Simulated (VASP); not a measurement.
Write the native input for VASP 6.6.1 that does the following.

| Property | Result |
| --- | --- |
| Task | single point |
| Functional | LDA |
| Potentials or basis | VASP PAW LDA potentials, release 64 (Ga_d, As) |
| Cutoff | 520 eV |
| k mesh | 6 × 6 × 6 |
| Occupations | gaussian, width 0.1 eV |
| Spin | no spin polarisation |
| Dipole correction | no |
| Further INCAR settings | ALGO = Normal; EDIFF = 1e-06; NBANDS = 16 |

The structure of GaAs (qlda) lies in POSCAR:

```
GaAs
1.0
    0.0000000000      2.8750910500      2.8750910500
    2.8750910500      0.0000000000      2.8750910500
    2.8750910500      2.8750910500      0.0000000000
Ga As
1 1
Direct
    0.0000000000      0.0000000000      0.0000000000
    0.7500000000      0.7500000000      0.7500000000
```

The input as run:

INCAR

```
ALGO = Normal
EDIFF = 1E-6
ENCUT = 520
GGA = CA
ISIF = 2
ISMEAR = 0
LASPH = True
LCHARG = True
LELF = True
LREAL = False
LVHAR = True
LWAVE = False
NBANDS = 16
NELM = 100
PREC = Accurate
SIGMA = 0.1
```

KPOINTS

```
k-points
0
Gamma
  6 6 6
```

Potentials or basis: VASP PAW LDA potentials, release 64 (Ga_d, As).

Command:

```bash
$ cat potpaw_LDA.64/Ga_d/POTCAR potpaw_LDA.64/As/POTCAR > POTCAR
$ mpirun -np 1 vasp_std > vasp.out
```

It gave:

- Pressure: -4.5 GPa
- Band gap on the k mesh: zero (filled and empty bands touch)

Wall time 14 s on 1 thread of Intel(R) Xeon(R) Platinum 8259CL CPU @ 2.50GHz (Skylake/Cascade Lake), on a shared host, peak memory 0.15 GiB.
